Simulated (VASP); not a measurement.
Runs of VASP 6.6.1 on Zr. The structure is that of space group P6/mmm (No. 191), or close to it. The cells are those of the table. This isn't the form of Zr at room conditions, which is hcp.

```csv
cell,gap on the mesh (eV),pressure (GPa)
"a = 4.792, b = 4.792, c = 2.994 Å, angles 90.0, 90.0, 120.0°, 3 atoms",none,(b)
"a = 5.117, b = 5.117, c = 3.197 Å, angles 90.0, 90.0, 120.0°, 3 atoms",none,(a)
"a = 4.722, b = 4.722, c = 2.950 Å, angles 90.0, 90.0, 120.0°, 3 atoms",none,17.2
"a = 5.056, b = 5.056, c = 3.159 Å, angles 90.0, 90.0, 120.0°, 3 atoms",none,-7.1
"a = 4.992, b = 4.992, c = 3.119 Å, angles 90.0, 90.0, 120.0°, 3 atoms",none,-3.8
```

Alike in all rows: task single point; level LDA; potentials or basis VASP PAW LDA potentials, release 64 (Zr_sv); no spin polarisation; k mesh 8 × 8 × 12; cutoff (eV) 520; smearing fermi-dirac 0.1 eV.

Question: Fill in the values left out.

Answer: (a) -9.9; (b) 10.5.

Caveats: the cell stands under tension (at least some runs); the cell stands under pressure (at least some runs).

A k mesh can miss the band edges, and the runs leave out spin-orbit coupling on Zr.

A gap of «none» marks levels without a gap at the run's occupations.
